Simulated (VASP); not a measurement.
# TiGaC4N4 (P-43m) in VASP: single point with PBE

Aim: the single point of TiGaC4N4 with PBE.

All numbers are computed with VASP 6.6.1; they aren't measurements. Logs are shortened: lines on timing, memory, paths and dates and some standing lists are left out, and cuts for length are marked.

## 1. The cell of the first run

The structure is cubic, space group P-43m (No. 215). The conventional cell has a = 5.997 Å, b = 5.997 Å, c = 5.997 Å, α = 90.00°, β = 90.00°, γ = 90.00°. Within 2.8 Å of Ti (site symmetry -43m) lie 4 C at 2.13 Å. Within 2.5 Å of Ga (site symmetry -43m) lie 4 N at 1.88 Å. C (site symmetry 3m) has 1 N at 1.18 Å within 1.6 Å. Within 1.6 Å of N (site symmetry 3m) lie 1 C at 1.18 Å.

## 2. Single point, PBE, collinear spin

Input file INCAR:

```
  PREC = Accurate
  ENCUT = 600
  EDIFF = 1E-6
  ISMEAR = 0
  SIGMA = 0.1
  LREAL = False
  LASPH = True
  NELM = 200
  ALGO = Normal
  ISIF = 2
  LWAVE = False
  LCHARG = False
  ISPIN = 2
  MAGMOM = 1.21 0 0 0 0 0 0 0 0 0
  LORBIT = 11
  LMAXMIX = 4
  GGA = PE
  NBANDS = 46
  GGA_COMPAT = False
```

Input file KPOINTS:

```
regular mesh
0
Gamma
  6 6 6
```

Input file POSCAR:

```
TiGaC4N4
1.0
    5.9970264649      0.0000000000      0.0000000000
    0.0000000000      5.9970264649      0.0000000000
    0.0000000000      0.0000000000      5.9970264649
Ti Ga C N
1 1 4 4
Direct
    0.0000000000      0.0000000000      0.0000000000
    0.5000000000      0.5000000000      0.5000000000
    0.2049857104      0.2049857104      0.2049857104
    0.2049857104      0.7950142896      0.7950142896
    0.7950142896      0.2049857104      0.7950142896
    0.7950142896      0.7950142896      0.2049857104
    0.3188036464      0.3188036464      0.3188036464
    0.3188036464      0.6811963536      0.6811963536
    0.6811963536      0.3188036464      0.6811963536
    0.6811963536      0.6811963536      0.3188036464
```

Potentials or basis: VASP PAW PBE potentials, release 64 (Ti_sv, Ga_d, C, N).

Started as:

```sh
$ cat potpaw_PBE.64/Ti_sv/POTCAR potpaw_PBE.64/Ga_d/POTCAR potpaw_PBE.64/C/POTCAR potpaw_PBE.64/N/POTCAR > POTCAR
$ mpirun -np 1 vasp_std > vasp.out
```

OUTCAR:

```text
PREC = Accurate
   ENCUT = 600
   EDIFF = 1E-6
   ISMEAR = 0
   LREAL = False
   LASPH = True
   NELM = 200
   ISIF = 2
   ISPIN = 2
   LORBIT = 11
   GGA = PE

 ion  position               nearest neighbor table
   1  0.000  0.000  0.000-   3 2.13   4 2.13   5 2.13   6 2.13
   2  0.500  0.500  0.500-   7 1.88   8 1.88   9 1.88  10 1.88
   3  0.205  0.205  0.205-   7 1.18   1 2.13
   4  0.205  0.795  0.795-   8 1.18   1 2.13
   5  0.795  0.205  0.795-   9 1.18   1 2.13
   6  0.795  0.795  0.205-  10 1.18   1 2.13
   7  0.319  0.319  0.319-   3 1.18   2 1.88
   8  0.319  0.681  0.681-   4 1.18   2 1.88
   9  0.681  0.319  0.681-   5 1.18   2 1.88
  10  0.681  0.681  0.319-   6 1.18   2 1.88

  LATTYP: Found a simple cubic cell.
 ALAT       =     5.9970264649

  Lattice vectors:

 A1 = (   5.9970264649,   0.0000000000,   0.0000000000)
 A2 = (   0.0000000000,   5.9970264649,   0.0000000000)
 A3 = (   0.0000000000,   0.0000000000,   5.9970264649)

Analysis of symmetry for initial positions (statically):
=====================================================================
 Subroutine PRICEL returns:
 Original cell was already a primitive cell.

 Routine SETGRP: Setting up the symmetry group for a
 simple cubic supercell.

 Subroutine GETGRP returns: Found 24 space group operations
 (whereof 24 operations were pure point group operations)
 out of a pool of 48 trial point group operations.

The static configuration has the point symmetry T_d .

Analysis of symmetry for dynamics (positions and initial velocities):
=====================================================================
 Subroutine PRICEL returns:
 Original cell was already a primitive cell.

 Routine SETGRP: Setting up the symmetry group for a
 simple cubic supercell.

 Subroutine GETGRP returns: Found 24 space group operations
 (whereof 24 operations were pure point group operations)
 out of a pool of 48 trial point group operations.

The dynamic configuration has the point symmetry T_d .

Analysis of structural, dynamic, and magnetic symmetry:
=====================================================================
 Subroutine PRICEL returns:
 Original cell was already a primitive cell.

 Routine SETGRP: Setting up the symmetry group for a
 simple cubic supercell.

 Subroutine GETGRP returns: Found 24 space group operations
 (whereof 24 operations were pure point group operations)
 out of a pool of 48 trial point group operations.

The overall configuration has the point symmetry T_d .

 Subroutine INISYM returns: Found 24 space group operations
 (whereof 24 operations are pure point group operations),
 and found     1 'primitive' translations

----------------------------------------------------------------------------------------

                                     Primitive cell

  volume of cell :     215.6790

  direct lattice vectors                    reciprocal lattice vectors
     5.997026465  0.000000000  0.000000000     0.166749306  0.000000000  0.000000000
     0.000000000  5.997026465  0.000000000     0.000000000  0.166749306  0.000000000
     0.000000000  0.000000000  5.997026465     0.000000000  0.000000000  0.166749306

  length of vectors
     5.997026465  5.997026465  5.997026465     0.166749306  0.166749306  0.166749306

  position of ions in fractional coordinates (direct lattice)
     0.000000000  0.000000000  0.000000000
     0.500000000  0.500000000  0.500000000
     0.204985710  0.204985710  0.204985710
     0.204985710  0.795014290  0.795014290
     0.795014290  0.204985710  0.795014290
     0.795014290  0.795014290  0.204985710
     0.318803646  0.318803646  0.318803646
     0.318803646  0.681196354  0.681196354
     0.681196354  0.318803646  0.681196354
[... 64 lines left out ...]
   number of dos      NEDOS =    301   number of ions     NIONS =     10
   total plane-waves  NPLWV = 110592
   dimension x,y,z NGX =    48 NGY =   48 NGZ =   48
   dimension x,y,z NGXF=    96 NGYF=   96 NGZF=   96
   ions per type =               1   1   4   4
   NGX,Y,Z   is equivalent  to a cutoff of  13.31, 13.31, 13.31 a.u.
   NGXF,Y,Z  is equivalent  to a cutoff of  26.61, 26.61, 26.61 a.u.
 SYSTEM =  unknown system
   PREC   = accura    normal or accurate (medium, high low for compatibility)
   ISTART =      0    job   : 0-new  1-cont  2-samecut
   ICHARG =      2    charge: 1-file 2-atom 10-const
   ISPIN  =      2    spin polarized calculation?
   LNONCOLLINEAR =      F non collinear calculations
   LSORBIT =      F    spin-orbit coupling
   LASPH  =      T    aspherical Exc in radial PAW
   ENCUT  =  600.0 eV  44.10 Ry    6.64 a.u.  11.98 11.98 11.98*2*pi/ulx,y,z
   NELM   =    200;   NELMIN=  2; NELMDL= -5     # of ELM steps
   EDIFF  = 0.1E-05   stopping-criterion for ELM
   LREAL  =      F    real-space projection
   EDIFFG = 0.1E-04   stopping-criterion for IOM
   NSW    =      0    number of steps for IOM
   IBRION =     -1    ionic relax: 0-MD 1-quasi-New 2-CG
   NFREE  =      0    steps in history (QN), initial steepest desc. (CG)
   ISIF   =      2    stress and relaxation
   ISYM   =      2    0-nonsym 1-usesym 2-fastsym
   POTIM  = 0.5000    time-step for ionic-motion
   TEBEG  =    0.0;   TEEND  =   0.0 temperature during run
   PSTRESS=    0.0 pullay stress
   NELECT =      61.0000    total number of electrons
   NUPDOWN=      -1.0000    fix difference up-down
   EMIN   =  10.00;   EMAX   =-10.00  energy-range for DOS
   EFERMI =   0.00;   METHOD = LEGACY
   ISMEAR =     0;   SIGMA  =   0.10  broadening in eV -4-tet -1-fermi 0-gaus
   EFERMI_NEDOS =   21; number of points for ismear=-14 and -15
   IALGO  =     38    algorithm
   IMIX   =      4    mixing-type and parameters
     AMIX     =   0.40;   BMIX     =  1.00
     AMIX_MAG =   1.60;   BMIX_MAG =  1.00
  volume/ion in A,a.u.               =      21.57       145.55
  Fermi-wavevector in a.u.,A,eV,Ry     =   1.074605  2.030709 15.711677  1.154776
  Thomas-Fermi vector in A             =   2.210438
   LORBIT       =     11    0 simple, 1 ext, 2 COOP (PROOUT), +10 PAW based schemes
   GGA     = PE    functional components
   LHFCALC =     F    Hartree Fock is set to
   AEXX    =    0.0000 exact exchange contribution
   IVDW    =     0    specifies the selected vdW correction
   LEPSILON=     F    determine dielectric tensor
   LRPA    =     F    only Hartree local field effects (RPA)
 spin polarized calculation
 Gauss-broadening in eV      SIGMA  =   0.10
  energy-cutoff  :      600.00
  volume of cell :      215.68
 maximum number of plane-waves:      7224
 NGX is ok and might be reduce to    48
   NGX = 23   NGY = 23   NGZ = 23

 number of electron      60.9999988 magnetization       2.9990973

 Free energy of the ion-electron system (eV)
  ---------------------------------------------------
  ext. energy  EPLUGINS =         0.00000000
  ---------------------------------------------------
  free energy    TOTEN  =       -77.46959781 eV

  energy without entropy =      -77.43620024  energy(sigma->0) =      -77.45289902

 E-fermi :   1.2239     XC(G=0):  -7.0768

 val. band max:        1.2129468384   @ k =   0.5000   0.1667   0.1667
 cond. band min:       1.2305140947   @ k =   0.3333   0.0000   0.0000
 fundamental gap:      0.0175672563
 Fermi energy:         1.2238803184

 spin component 1

 k-point     1 :       0.0000    0.0000    0.0000
  band No.  band energies     occupation
      1     -56.4295      1.00000
      2     -32.7441      1.00000
      3     -32.7441      1.00000
      4     -32.7441      1.00000
      5     -18.7076      1.00000
      6     -18.5436      1.00000
[... 889 lines left out ...]
     41       4.4804      0.00000
     42       4.4804      0.00000
 Fermi energy:         1.2238803184

 spin component 2

 k-point     1 :       0.0000    0.0000    0.0000
  band No.  band energies     occupation
      1     -55.0994      1.00000
      2     -31.4031      1.00000
      3     -31.4031      1.00000
      4     -31.4031      1.00000
      5     -18.5958      1.00000
      6     -18.4384      1.00000
[... 889 lines left out ...]
     41       4.8304      0.00000
     42       5.4202      0.00000
 [bands above 42 left out]

------------------------ aborting loop because EDIFF is reached ----------------------------------------

  FORCE on cell =-STRESS in cart. coord.  units (eV):
  Direction    XX          YY          ZZ          XY          YZ          ZX
  --------------------------------------------------------------------------------------
  -------------------------------------------------------------------------------------
  Total        0.2083873      0.2083873      0.2083873      0.0000000      0.0000000     -0.0000000
  in kB        1.5480104      1.5480104      1.5480104      0.0000000      0.0000000     -0.0000000
  external PRESSURE =       1.5480104 kB  Pullay stress =       0.0000000 kB

 VOLUME and BASIS-vectors are now :
 -----------------------------------------------------------------------------
  energy-cutoff  :      600.00
  volume of cell :      215.68
      direct lattice vectors                 reciprocal lattice vectors
     5.997026465  0.000000000  0.000000000     0.166749306  0.000000000  0.000000000
     0.000000000  5.997026465  0.000000000     0.000000000  0.166749306  0.000000000
     0.000000000  0.000000000  5.997026465     0.000000000  0.000000000  0.166749306

 POSITION                                       TOTAL-FORCE (eV/Angst)
 -----------------------------------------------------------------------------------
      0.00000      0.00000      0.00000         0.000000      0.000000      0.000000
      2.99851      2.99851      2.99851         0.000000      0.000000      0.000000
      1.22930      1.22930      1.22930        -0.165447     -0.165447     -0.165447
      1.22930      4.76772      4.76772        -0.165447      0.165447      0.165447
      4.76772      1.22930      4.76772         0.165447     -0.165447      0.165447
      4.76772      4.76772      1.22930         0.165447      0.165447     -0.165447
      1.91187      1.91187      1.91187         0.186448      0.186448      0.186448
      1.91187      4.08515      4.08515         0.186448     -0.186448     -0.186448
      4.08515      1.91187      4.08515        -0.186448      0.186448     -0.186448
      4.08515      4.08515      1.91187        -0.186448     -0.186448      0.186448
 -----------------------------------------------------------------------------------
    total drift:                                0.000000      0.000000      0.000000

  FREE ENERGIE OF THE ION-ELECTRON SYSTEM (eV)
  ---------------------------------------------------
  free  energy   TOTEN  =       -77.4695978089 eV

  energy  without entropy=      -77.4362002386  energy(sigma->0) =      -77.45289902

 total charge

# of ion       s       p       d       tot
------------------------------------------
    1        2.178   6.139   1.968  10.286
    2        0.697   0.891  10.221  11.809
    3        0.964   1.576   0.000   2.540
    4        0.964   1.576   0.000   2.540
    5        0.964   1.576   0.000   2.540
    6        0.964   1.576   0.000   2.540
    7        1.276   2.647   0.000   3.923
    8        1.276   2.647   0.000   3.923
    9        1.276   2.647   0.000   3.923
   10        1.276   2.647   0.000   3.923
--------------------------------------------------
tot         11.836  23.921  12.189  47.946

 magnetization (x)

# of ion       s       p       d       tot
------------------------------------------
    1        0.011   0.029   1.376   1.416
    2       -0.003   0.010   0.020   0.027
    3       -0.006   0.031   0.000   0.025
    4       -0.006   0.031   0.000   0.025
    5       -0.006   0.031   0.000   0.025
    6       -0.006   0.031   0.000   0.025
    7        0.004   0.082   0.000   0.086
    8        0.004   0.082   0.000   0.086
    9        0.004   0.082   0.000   0.086
   10        0.004   0.082   0.000   0.086
--------------------------------------------------
tot         -0.001   0.492   1.396   1.888
```

Run time: 4.5 min. Hardware: 1 thread of AMD EPYC 9R45 (Zen 5), shared host; peak memory 0.6 GiB.

Results:

- Free energy: -77.4696 eV
- Pressure: 0.2 GPa
- Largest force: 0.323 eV/Å
- Band gap on the k mesh: zero (filled and empty bands overlap)
- Net moment: 3.00 μB per cell
- Site moments: Ti +1.42; Ga +0.03; C +0.03; N +0.09 μB
- Valence electrons inside the program's atomic spheres: Ti 10.29; Ga 11.81; C 2.54; N 3.92

Forces in eV/Å, atoms in the order of the input:
```
Ti   0.000  0.000  0.000
Ga   0.000  0.000  0.000
C   -0.165 -0.165 -0.165
C   -0.165  0.165  0.165
C    0.165 -0.165  0.165
C    0.165  0.165 -0.165
N    0.186  0.186  0.186
N    0.186 -0.186 -0.186
N   -0.186  0.186 -0.186
N   -0.186 -0.186  0.186
```
